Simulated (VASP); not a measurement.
Write the native input for VASP 6.6.1 that does the following.

```
Task                   : single point
Functional             : PBEsol
Potentials or basis    : VASP PAW PBE potentials, release 64 (Sc_sv, Al)
Cutoff                 : 520 eV
k mesh                 : 6 × 6 × 6, shifted
Occupations            : gaussian, width 0.1 eV
Spin                   : no spin polarisation
Dipole correction      : no
Further INCAR settings : ALGO = Normal; EDIFF = 1e-07; NBANDS = 14
```

The structure of ScAl lies in POSCAR:

```
ScAl
1.0
    3.3703489700      0.0000000000      0.0000000000
    0.0000000000      3.3703489700      0.0000000000
    0.0000000000      0.0000000000      3.3703489700
Sc Al
1 1
Direct
    0.5000000000      0.5000000000      0.5000000000
    0.0000000000      0.0000000000      0.0000000000
```

The input as run:

INCAR

```
  PREC = Accurate
  ENCUT = 520
  EDIFF = 1E-7
  ISMEAR = 0
  SIGMA = 0.1
  LREAL = False
  LASPH = True
  NELM = 60
  ALGO = Normal
  ISIF = 2
  LWAVE = False
  LCHARG = False
  GGA = PS
  NBANDS = 14
```

KPOINTS

```
Automatic mesh
0
Gamma
  6 6 6
  0.5 0.5 0.5
```

Potentials or basis: VASP PAW PBE potentials, release 64 (Sc_sv, Al).

The run is started by

```sh
$ cat potpaw_PBE.64/Sc_sv/POTCAR potpaw_PBE.64/Al/POTCAR > POTCAR
$ mpirun -np 1 vasp_std > vasp.out
```

It gave:

| Property | Result |
| --- | --- |
| Pressure | -1.6 GPa |
| Band gap on the k mesh | zero (band 7 reaches 6.08 eV, above the bottom of band 8 at 5.88 eV) |

Caveat: the PAW data sets were made with another functional, which shifts forces and pressure a little.

Run time: 12 s on 1 thread of Intel Xeon 8259CL (shared host), peak memory 0.15 GiB.
